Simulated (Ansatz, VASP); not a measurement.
**Two plane-wave programs on Pb**

POSCAR

```
Pb
1.0
    3.2052361368      0.0000000000      0.0000000000
    0.0000000000      3.2052361368      0.0000000000
    0.0000000000      0.0000000000      3.2052361368
Pb
1
Direct
    0.5000000000      0.5000000000      0.5000000000
```

INCAR.step1

```
SYSTEM = Pb
PREC = Accurate
ENCUT = 600
ISMEAR = 0
SIGMA = 0.1
LREAL = .False.
LASPH = .True.
NELM = 80
GGA = PE
ALGO = Normal
EDIFF = 1E-4
LWAVE = .True.
LCHARG = .False.
```

File INCAR.step2:

```
SYSTEM = Pb
PREC = Accurate
ENCUT = 600
EDIFF = 1E-6
ISMEAR = 0
SIGMA = 0.1
LREAL = .False.
LASPH = .True.
NELM = 80
ALGO = Normal
ISIF = 3
LWAVE = .False.
LCHARG = .False.
METAGGA = R2SCAN
LMIXTAU = .True.
IBRION = 2
NSW = 100
EDIFFG = -0.01
ISTART = 1
```

Contents of KPOINTS:

```
regular mesh
0
Gamma
  18 18 18
  0 0 0
```

Input for Ansatz:

```yaml
crystal:
  lattice:
    - [3.2052361368, 0.0, 0.0]
    - [0.0, 3.2052361368, 0.0]
    - [0.0, 0.0, 3.2052361368]
  atoms:
    - { symbol: Pb, position: [0.5, 0.5, 0.5] }
basis:
  ecutwfc: 500
kpoints:
  mp_grid: { grid: [18, 18, 18] }
hamiltonian:
  xc: r2scan
scf:
  occupations: { method: gaussian, width: 0.1 }
output:
  forces: true
  stress: true
  eigenvalues: true
relax:
  adjacent_minimum: "off"
  f_tol: 0.01
  max_steps: 80
  cell: { stress_tol: 0.05 }
```

Alike in both runs: task relaxation of cell and atoms; functional r2SCAN; k mesh 18 × 18 × 18; occupations gaussian, width 0.1 eV; no spin polarisation.

```csv
,VASP,Ansatz
version,VASP 6.6.1,Ansatz 0.2.0
potentials or method,"VASP PAW PBE potentials, release 64 (Pb_d), cutoff 600 eV","scalar-relativistic, plane waves, PAW"
valence electrons in the cell,14,14
```

```tsv
	VASP	Ansatz	Ansatz less VASP
gap on the k mesh at the Fermi level, each at its own relaxed structure (eV)	none	none	-
relaxed volume (Å³/atom)	33.20	33.18	-0.014
relaxed cell length with the largest relative difference (Å)	3.214	3.213	-0.0004
```

VASP's potentials were made for PBE, not for r2SCAN. A gap of «none» marks a metal or a gap that the smearing closes.

Spin-orbit coupling is off throughout.
